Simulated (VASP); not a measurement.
# W (Fm-3m) in VASP: a series of runs

W is run at these levels: PBEsol; tasks: electric field gradients.

Everything below comes from runs of VASP 6.6.1. Logs are shortened: lines on timing, memory, paths and dates and some standing lists are left out, and cuts for length are marked.

### 1 The cell of the first run

The structure is cubic, space group Fm-3m (No. 225). Conventional cell: a = 4.046 Å, b = 4.046 Å, c = 4.046 Å, α = 90.00°, β = 90.00°, γ = 90.00°. Within 3.8 Å of W (site symmetry m-3m) lie 12 W at 2.86 Å.

### 2 Electric field gradients, PBEsol (volume scaled by 0.99)

File INCAR:

```
SYSTEM = W
PREC = Accurate
ENCUT = 520
EDIFF = 1E-8
ISMEAR = -1
SIGMA = 0.05
LREAL = .FALSE.
LASPH = .TRUE.
NELM = 80
ALGO = Normal
ISIF = 2
LWAVE = .FALSE.
LCHARG = .FALSE.
GGA = PS
LEFG = .TRUE.
NBANDS = 13
```

File KPOINTS:

```
regular mesh
0
G
  14 14 14
  0 0 0
```

File POSCAR:

```
W
1.0
    0.0000000000      2.0232106516      2.0232106516
    2.0232106516      0.0000000000      2.0232106516
    2.0232106516      2.0232106516      0.0000000000
W
1
Direct
    0.0000000000      0.0000000000      0.0000000000
```

Potentials or basis: VASP PAW PBE potentials, release 64 (W_sv).

Run with:

```sh
> cat potpaw_PBE.64/W_sv/POTCAR > POTCAR
> mpirun -np 1 vasp_std > vasp.out
```

OUTCAR:

```text
SYSTEM = W
   PREC = Accurate
   ENCUT = 520
   EDIFF = 1E-8
   ISMEAR = -1
   LREAL = .FALSE.
   LASPH = .TRUE.
   NELM = 80
   ISIF = 2
   GGA = PS

 ion  position               nearest neighbor table
   1  0.000  0.000  0.000-

  LATTYP: Found a face centered cubic cell.
 ALAT       =     4.0464213032

  Lattice vectors:

 A1 = (   0.0000000000,   2.0232106516,   2.0232106516)
 A2 = (   2.0232106516,   0.0000000000,   2.0232106516)
 A3 = (   2.0232106516,   2.0232106516,   0.0000000000)

Analysis of symmetry for initial positions (statically):
=====================================================================
 Subroutine PRICEL returns:
 Original cell was already a primitive cell.

 Routine SETGRP: Setting up the symmetry group for a
 face centered cubic supercell.

 Subroutine GETGRP returns: Found 48 space group operations
 (whereof 48 operations were pure point group operations)
 out of a pool of 48 trial point group operations.

The static configuration has the point symmetry O_h .

Analysis of symmetry for dynamics (positions and initial velocities):
=====================================================================
 Subroutine PRICEL returns:
 Original cell was already a primitive cell.

 Routine SETGRP: Setting up the symmetry group for a
 face centered cubic supercell.

 Subroutine GETGRP returns: Found 48 space group operations
 (whereof 48 operations were pure point group operations)
 out of a pool of 48 trial point group operations.

The dynamic configuration has the point symmetry O_h .

 Subroutine INISYM returns: Found 48 space group operations
 (whereof 48 operations are pure point group operations),
 and found     1 'primitive' translations

----------------------------------------------------------------------------------------

                                     Primitive cell

  volume of cell :      16.5635

  direct lattice vectors                    reciprocal lattice vectors
     0.000000000  2.023210652  2.023210652    -0.247131953  0.247131953  0.247131953
     2.023210652  0.000000000  2.023210652     0.247131953 -0.247131953  0.247131953
     2.023210652  2.023210652  0.000000000     0.247131953  0.247131953 -0.247131953

  length of vectors
     2.861251943  2.861251943  2.861251943     0.428045099  0.428045099  0.428045099

  position of ions in fractional coordinates (direct lattice)
     0.000000000  0.000000000  0.000000000

  ion indices of the primitive-cell ions
   primitive index   ion index
                 1           1

----------------------------------------------------------------------------------------

 KPOINTS: regular mesh

Automatic generation of k-mesh.
 Grid dimensions read from file:
 generate k-points for:   14   14   14

 Generating k-lattice:

  Cartesian coordinates                     Fractional coordinates (reciprocal lattice)
    -0.017652282  0.017652282  0.017652282     0.071428571  0.000000000  0.000000000
     0.017652282 -0.017652282  0.017652282     0.000000000  0.071428571  0.000000000
     0.017652282  0.017652282 -0.017652282     0.000000000  0.000000000  0.071428571

  Length of vectors
     0.030574650  0.030574650  0.030574650

  Shift w.r.t. Gamma in fractional coordinates (k-lattice)
     0.000000000  0.000000000  0.000000000

 Subroutine IBZKPT returns following result:
 ===========================================

 Found    104 irreducible k-points:

 Following reciprocal coordinates:
            Coordinates               Weight
  0.000000  0.000000  0.000000      1.000000
  0.071429  0.000000  0.000000      8.000000
  0.142857  0.000000  0.000000      8.000000
  0.214286  0.000000  0.000000      8.000000
  0.285714  0.000000  0.000000      8.000000
  0.357143  0.000000  0.000000      8.000000
[... 16 lines left out ...]
  0.214286  0.142857  0.000000     24.000000
  0.285714  0.142857  0.000000     24.000000
 [... further k-points ...]
   k-points           NKPTS =    104   k-points in BZ     NKDIM =    104   number of bands    NBANDS=     13
   number of dos      NEDOS =    301   number of ions     NIONS =      1
   total plane-waves  NPLWV =  13824
   dimension x,y,z NGX =    24 NGY =   24 NGZ =   24
   dimension x,y,z NGXF=    48 NGYF=   48 NGZF=   48
   ions per type =               1
   NGX,Y,Z   is equivalent  to a cutoff of  13.94, 13.94, 13.94 a.u.
   NGXF,Y,Z  is equivalent  to a cutoff of  27.89, 27.89, 27.89 a.u.
 SYSTEM =  W
   PREC   = accura    normal or accurate (medium, high low for compatibility)
   ISTART =      0    job   : 0-new  1-cont  2-samecut
   ICHARG =      2    charge: 1-file 2-atom 10-const
   ISPIN  =      1    spin polarized calculation?
   LNONCOLLINEAR =      F non collinear calculations
   LSORBIT =      F    spin-orbit coupling
   LASPH  =      T    aspherical Exc in radial PAW
   ENCUT  =  520.0 eV  38.22 Ry    6.18 a.u.   5.32  5.32  5.32*2*pi/ulx,y,z
   NELM   =     80;   NELMIN=  2; NELMDL= -5     # of ELM steps
   EDIFF  = 0.1E-07   stopping-criterion for ELM
   LREAL  =      F    real-space projection
   EDIFFG = 0.1E-06   stopping-criterion for IOM
   NSW    =      0    number of steps for IOM
   IBRION =     -1    ionic relax: 0-MD 1-quasi-New 2-CG
   NFREE  =      0    steps in history (QN), initial steepest desc. (CG)
   ISIF   =      2    stress and relaxation
   ISYM   =      2    0-nonsym 1-usesym 2-fastsym
   POTIM  = 0.5000    time-step for ionic-motion
   TEBEG  =    0.0;   TEEND  =   0.0 temperature during run
   PSTRESS=    0.0 pullay stress
   NELECT =      14.0000    total number of electrons
   NUPDOWN=      -1.0000    fix difference up-down
   EMIN   =  10.00;   EMAX   =-10.00  energy-range for DOS
   EFERMI =   0.00;   METHOD = LEGACY
   ISMEAR =    -1;   SIGMA  =   0.05  broadening in eV -4-tet -1-fermi 0-gaus
   EFERMI_NEDOS =   21; number of points for ismear=-14 and -15
   IALGO  =     38    algorithm
   IMIX   =      4    mixing-type and parameters
     AMIX     =   0.40;   BMIX     =  1.00
     AMIX_MAG =   1.60;   BMIX_MAG =  1.00
  volume/ion in A,a.u.               =      16.56       111.78
  Fermi-wavevector in a.u.,A,eV,Ry     =   1.547865  2.925041 32.598008  2.395886
  Thomas-Fermi vector in A             =   2.652897
   LORBIT       =      0    0 simple, 1 ext, 2 COOP (PROOUT), +10 PAW based schemes
   GGA     = PS    functional components
   LHFCALC =     F    Hartree Fock is set to
   AEXX    =    0.0000 exact exchange contribution
   IVDW    =     0    specifies the selected vdW correction
   LEPSILON=     F    determine dielectric tensor
   LRPA    =     F    only Hartree local field effects (RPA)
 non-spin polarized calculation
  energy-cutoff  :      520.00
  volume of cell :       16.56
 maximum number of plane-waves:       459
 NGX is ok and might be reduce to    24
   NGX = 11   NGY = 11   NGZ = 11

 number of electron      14.0000002 magnetization

 Free energy of the ion-electron system (eV)
  ---------------------------------------------------
  ext. energy  EPLUGINS =         0.00000000
  ---------------------------------------------------
  free energy    TOTEN  =       -13.29892109 eV

  energy without entropy =      -13.28854383  energy(sigma->0) =      -13.29373246

 E-fermi :  10.1709     XC(G=0): -13.5050

 val. band max:       10.1624833554   @ k =   0.2143   0.0714   0.0000
 cond. band min:      10.1812864609   @ k =  -0.1429   0.0714   0.0000
 fundamental gap:      0.0188031055
 Fermi energy:        10.1709121958

 k-point     1 :       0.0000    0.0000    0.0000
  band No.  band energies     occupation
      1     -63.4595      2.00000
      2     -27.0968      2.00000
      3     -27.0968      2.00000
      4     -27.0968      2.00000
      5       1.2350      2.00000
      6       9.6410      1.99995
      7       9.6410      1.99995
      8       9.6410      1.99995
      9      12.7155      0.00000
     10      12.7155      0.00000
     11      23.0087      0.00000
     12      28.1426      0.00000
     13      28.1426      0.00000

 k-point     2 :       0.0714    0.0000    0.0000
  band No.  band energies     occupation
      1     -63.4545      2.00000
      2     -27.1558      2.00000
      3     -27.1044      2.00000
      4     -27.1044      2.00000
      5       1.4566      2.00000
      6       9.4720      2.00000
      7       9.7438      1.99961
      8       9.7438      1.99961
      9      12.6229      0.00000
     10      12.6229      0.00000
     11      23.4510      0.00000
[... 339 lines left out ...]
 k-point    24 :       0.2857    0.1429    0.0000
  band No.  band energies     occupation
      1     -63.3989      2.00000
      2     -27.6649      2.00000
      3     -27.2507      2.00000
      4     -27.2393      2.00000
      5       3.9447      2.00000
      6       7.9295      2.00000
      7       9.8309      1.99777
      8      10.7885      0.00001
      9      12.1446      0.00000
     10      13.7607      0.00000
     11      24.7543      0.00000
     12      27.7120      0.00000
     13      29.8870      0.00000

 [... further k-points ...]
[... 5 lines left out ...]
  --------------------------------------------------------------------------------------
  -------------------------------------------------------------------------------------
  Total       -0.9883725     -0.9883725     -0.9883725      0.0000000      0.0000000      0.0000000
  in kB      -95.6044097    -95.6044097    -95.6044097      0.0000000      0.0000000      0.0000000
  external PRESSURE =     -95.6044097 kB  Pullay stress =       0.0000000 kB

 VOLUME and BASIS-vectors are now :
 -----------------------------------------------------------------------------
  energy-cutoff  :      520.00
  volume of cell :       16.56
      direct lattice vectors                 reciprocal lattice vectors
     0.000000000  2.023210652  2.023210652    -0.247131953  0.247131953  0.247131953
     2.023210652  0.000000000  2.023210652     0.247131953 -0.247131953  0.247131953
     2.023210652  2.023210652  0.000000000     0.247131953  0.247131953 -0.247131953

 POSITION                                       TOTAL-FORCE (eV/Angst)
 -----------------------------------------------------------------------------------
      0.00000      0.00000      0.00000         0.000000      0.000000     -0.000000
 -----------------------------------------------------------------------------------
    total drift:                                0.000000      0.000000     -0.000000

  FREE ENERGIE OF THE ION-ELECTRON SYSTEM (eV)
  ---------------------------------------------------
  free  energy   TOTEN  =       -13.2989210874 eV

  energy  without entropy=      -13.2885438345  energy(sigma->0) =      -13.29373246

 Electric field gradients (V/A^2)
---------------------------------------------------------------------
 ion       V_xx      V_yy      V_zz      V_xy      V_xz      V_yz
---------------------------------------------------------------------
   1       0.000    -0.000    -0.000    -0.000    -0.000    -0.000
---------------------------------------------------------------------

 Electric field gradients after diagonalization (V/A^2)
 (convention: |V_zz| > |V_xx| > |V_yy|)
----------------------------------------------------------------------
 ion       V_xx      V_yy      V_zz     asymmetry (V_yy - V_xx)/ V_zz
----------------------------------------------------------------------
   1       0.000     0.000    -0.000       0.000
----------------------------------------------------------------------

           NMR quadrupolar parameters

 Cq : quadrupolar parameter    Cq=e*Q*V_zz/h
 eta: asymmetry parameters     (V_yy - V_xx)/ V_zz
 Q  : nuclear electric quadrupole moment in mb (millibarn)
----------------------------------------------------------------------
 ion       Cq(MHz)       eta       Q (mb)
----------------------------------------------------------------------
   1      -0.000       0.000       1.000
----------------------------------------------------------------------
```

It took 12 s on 1 thread of Intel Xeon Platinum 8488C (Sapphire Rapids), shared host; peak memory 0.15 GiB.

Results:

- Free energy: -13.2989 eV
- Pressure: -9.6 GPa
- Band gap on the k mesh: zero (band 7 reaches 13.21 eV, above the bottom of band 8 at 9.64 eV)

Caveat: without QUAD_EFG the Cq values of the log hold for a quadrupole moment of 1 mb, not for the nuclei; the PAW data sets were made with another functional, which shifts forces and pressure a little; spin-orbit coupling is left out, which moves the levels of the heavy elements.

### 3 Electric field gradients, PBEsol (volume scaled by 1.04)

File INCAR:

```
SYSTEM = W
PREC = Accurate ; ENCUT = 520
EDIFF = 1E-8 ; ISMEAR = -1
SIGMA = 0.05 ; LREAL = .FALSE.
LASPH = .TRUE. ; NELM = 100
ALGO = Normal ; ISIF = 2
LWAVE = .FALSE. ; LCHARG = .FALSE.
GGA = PS ; LEFG = .TRUE.
NBANDS = 13
```

KPOINTS is that of step 2.

File POSCAR:

```
W
1.0
    0.0000000000      2.0567135898      2.0567135898
    2.0567135898      0.0000000000      2.0567135898
    2.0567135898      2.0567135898      0.0000000000
W
1
Direct
    0.0000000000      0.0000000000      0.0000000000
```

Potentials or basis: VASP PAW PBE potentials, release 64 (W_sv).

Run with:

```sh
> cat potpaw_PBE.64/W_sv/POTCAR > POTCAR
> mpirun -np 1 vasp_std > vasp.out
```

OUTCAR:

```text
SYSTEM = W
   PREC = Accurate
   ENCUT = 520
   EDIFF = 1E-8
   ISMEAR = -1
   LREAL = .FALSE.
   LASPH = .TRUE.
   NELM = 100
   ISIF = 2
   GGA = PS

 ion  position               nearest neighbor table
   1  0.000  0.000  0.000-

  LATTYP: Found a face centered cubic cell.
 ALAT       =     4.1134271796

  Lattice vectors:

 A1 = (   0.0000000000,   2.0567135898,   2.0567135898)
[... 591 lines left out ...]
    total drift:                               -0.000000      0.000000      0.000000

  FREE ENERGIE OF THE ION-ELECTRON SYSTEM (eV)
  ---------------------------------------------------
  free  energy   TOTEN  =       -13.2174150509 eV

  energy  without entropy=      -13.2060382330  energy(sigma->0) =      -13.21172664

 Electric field gradients (V/A^2)
---------------------------------------------------------------------
 ion       V_xx      V_yy      V_zz      V_xy      V_xz      V_yz
---------------------------------------------------------------------
   1       0.000     0.000    -0.000    -0.000    -0.000    -0.000
---------------------------------------------------------------------

 Electric field gradients after diagonalization (V/A^2)
 (convention: |V_zz| > |V_xx| > |V_yy|)
----------------------------------------------------------------------
 ion       V_xx      V_yy      V_zz     asymmetry (V_yy - V_xx)/ V_zz
----------------------------------------------------------------------
   1       0.000     0.000    -0.001       0.000
----------------------------------------------------------------------

           NMR quadrupolar parameters

 Cq : quadrupolar parameter    Cq=e*Q*V_zz/h
 eta: asymmetry parameters     (V_yy - V_xx)/ V_zz
 Q  : nuclear electric quadrupole moment in mb (millibarn)
----------------------------------------------------------------------
 ion       Cq(MHz)       eta       Q (mb)
----------------------------------------------------------------------
   1      -0.000       0.000       1.000
----------------------------------------------------------------------
```

stdout:

```text
POSCAR found type information on POSCAR W
 POSCAR found :  1 types and       1 ions
 scaLAPACK will be used
 -----------------------------------------------------------------------------
|                                                                             |
|                                                                             |
|     You enforced a specific xc type in the INCAR file but a different       |
|     I HOPE YOU KNOW WHAT YOU ARE DOING!                                     |
|                                                                             |
 -----------------------------------------------------------------------------

 LDA part: xc-table for (Slater+PW92), standard interpolation
 POSCAR, INCAR and KPOINTS ok, starting setup
 FFT: planning ... GRIDC
 FFT: planning ... GRID_SOFT
 FFT: planning ... GRID
 WAVECAR not read
 entering main loop
ion   1
```

Run time: 16 s. Hardware: 1 thread of Intel Xeon Platinum 8488C (Sapphire Rapids), shared host; peak memory 0.15 GiB.

What came out:

| Quantity | Value |
| --- | --- |
| Free energy | -13.2174 eV |
| Pressure | -21.3 GPa |
| Band gap on the k mesh | zero (band 7 reaches 12.30 eV, above the bottom of band 8 at 9.04 eV) |

Caveat: without QUAD_EFG the Cq values of the log hold for a quadrupole moment of 1 mb, not for the nuclei; the PAW data sets were made with another functional, which shifts forces and pressure a little; spin-orbit coupling is left out, which moves the levels of the heavy elements.

(Part 1 of 2 ends here.)
